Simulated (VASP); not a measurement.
Cu: single point with PBE

Crystal: Cu.

```
Cu
1.0
     0.00000    1.85447    1.85447
     1.85447    0.00000    1.85447
     1.85447    1.85447    0.00000
Cu
1
Direct
  0.00000 0.00000 0.00000
```

```json
{"Program": "VASP 6.6.1", "Task": "single point", "Functional": "PBE", "Potentials or basis": "VASP PAW PBE potentials, release 64 (Cu)", "Cutoff": "600 eV", "k mesh": "4 × 4 × 4", "Occupations": "fermi-dirac, width 0.1 eV", "Spin": "no spin polarisation", "Dipole correction": "no", "Further INCAR settings": "ALGO = Normal; EDIFF = 1e-06; NBANDS = 12"}
```

```json
{
 "Pressure": "-6.0 GPa"
}
```

Levels at points of the mesh, in eV from the Fermi level:
| k point | band 2 | band 3 | band 4 | band 5 | band 6 | band 7 | band 8 | band 9 | band 10 | band 11 |
| --- | --- | --- | --- | --- | --- | --- | --- | --- | --- | --- |
| (0.00, 0.00, 0.00) | -3.38 | -3.38 | -3.38 | -2.65 | -2.65 | 21.43 | 23.49 | 23.49 | 23.49 | 25.94 |
| (0.50, 0.00, 0.00) | -3.41 | -3.41 | -2.15 | -2.15 | -1.33 | 2.82 | 19.96 | 20.35 | 20.35 | 23.45 |
| (0.50, 0.50, 0.00) | -4.61 | -2.17 | -2.03 | -2.03 | 1.01 | 6.03 | 11.95 | 11.95 | 16.26 | 18.48 |

Wall time 5.8 s on 1 thread of AMD EPYC 7R13 (shared host), peak memory 0.1 GiB.

Caveat: the k points lie up to 0.73 Å⁻¹ apart.
